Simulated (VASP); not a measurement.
A run of VASP 6.6.1 is set up as follows.

The input INCAR:

```
PREC = Accurate
ENCUT = 520
EDIFF = 1E-6
ISMEAR = -1
SIGMA = 0.1
LREAL = False
LASPH = True
NELM = 60
ALGO = Normal
ISIF = 2
LWAVE = False
LCHARG = True
LELF = True
LVHAR = True
NBANDS = 14
```

Contents of KPOINTS:

```
regular mesh
0
Gamma
  12 12 12
```

Contents of POSCAR:

```
Rh
1.0
    2.6548537715      0.0000000000      0.0000000000
    1.3274268858      2.2991708095      0.0000000000
    1.3274268858      0.7663902698      2.1676790273
Rh
1
Direct
    0.0000000000      0.0000000000      0.0000000000
```

Potentials or basis: VASP PAW LDA potentials, release 64 (Rh_pv).

Launch:

```console
$ cat potpaw_LDA.64/Rh_pv/POTCAR > POTCAR
$ mpirun -np 1 vasp_std > vasp.out
```

Question: What does it give for the pressure?

Answer: 0.9 GPa.

Question: Estimate the band gap on the k mesh.

Answer: Zero (an odd number of electrons rules out a gap without spin polarisation).
